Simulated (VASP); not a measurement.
Runs of VASP 6.6.1 on SnSe. The structure is that of space group Fm-3m (No. 225), or close to it. The cells are those of the table. 

```tsv
cell	gap on the mesh (eV)	pressure (GPa)
a = 4.278, b = 4.278, c = 4.257 Å, angles 60.2, 60.2, 59.7°, 2 atoms	0.59	-3.7
a = 4.214, b = 4.214, c = 4.257 Å, angles 59.7, 59.7, 60.7°, 2 atoms	0.72	-2.2
a = 4.343, b = 4.343, c = 4.257 Å, angles 60.7, 60.7, 58.7°, 2 atoms	(b)	-4.7
a = 4.236, b = 4.236, c = 4.257 Å, angles 59.8, 59.8, 60.3°, 2 atoms	0.68	-2.8
a = 4.300, b = 4.300, c = 4.257 Å, angles 60.3, 60.3, 59.3°, 2 atoms	0.56	(a)
```

Alike in all rows: task single point; level LDA; potentials or basis VASP PAW LDA potentials, release 64 (Sn_d, Se); no spin polarisation; k mesh 8 × 8 × 8; cutoff (eV) 520; smearing gaussian 0.05 eV.

Problem. Fill in the values left out.

Solution. (a) -4.1; (b) 0.50.

Caveats: spin-orbit coupling is left out, which moves the levels of the heavy elements.

A k mesh can miss the band edges, and the runs leave out spin-orbit coupling on Se, Sn.
